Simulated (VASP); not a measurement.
A run of VASP 6.6.1 is set up as follows.

The input POSCAR:

```
AlN
1.0
    0.0000000000      2.1780786996      2.1780786996
    2.1780786996      0.0000000000      2.1780786996
    2.1780786996      2.1780786996      0.0000000000
Al N
1 1
Direct
    0.0000000000      0.0000000000      0.0000000000
    0.7500000000      0.7500000000      0.7500000000
```

Contents of INCAR.step1:

```
SYSTEM = AlN
PREC = Accurate ; ENCUT = 520
ISMEAR = 0 ; SIGMA = 0.01
LREAL = .FALSE. ; LASPH = .TRUE.
NELM = 100 ; NBANDS = 11
GGA = PE ; ALGO = Normal
EDIFF = 1E-4 ; LWAVE = .TRUE.
LCHARG = .FALSE.
```

File INCAR.step2:

```
SYSTEM = AlN
PREC = Accurate ; ENCUT = 520
EDIFF = 1E-6 ; ISMEAR = 0
SIGMA = 0.01 ; LREAL = .FALSE.
LASPH = .TRUE. ; NELM = 100
ALGO = Normal ; ISIF = 2
LWAVE = .FALSE. ; LCHARG = .FALSE.
METAGGA = R2SCAN ; LMIXTAU = .TRUE.
NBANDS = 11 ; ISTART = 1
```

File KPOINTS:

```
regular mesh
0
G
  8 8 8
  0 0 0
```

Potentials or basis: VASP PAW PBE potentials, release 64 (Al, N).

The run is started by

```sh
$ cat potpaw_PBE.64/Al/POTCAR potpaw_PBE.64/N/POTCAR > POTCAR
$ cp INCAR.step1 INCAR
$ mpirun -np 1 vasp_std > vasp.out
$ cp INCAR.step2 INCAR
$ mpirun -np 1 vasp_std > vasp.out
```

What does it give for the band gap on the k mesh?

3.94 eV, indirect (least direct gap 4.97 eV).

Estimate the pressure.

1.6 GPa.

Caveat: the PAW data sets were made with another functional, which shifts forces and pressure a little. r2SCAN opens gaps a little over a GGA but as a rule still falls short of measured ones.
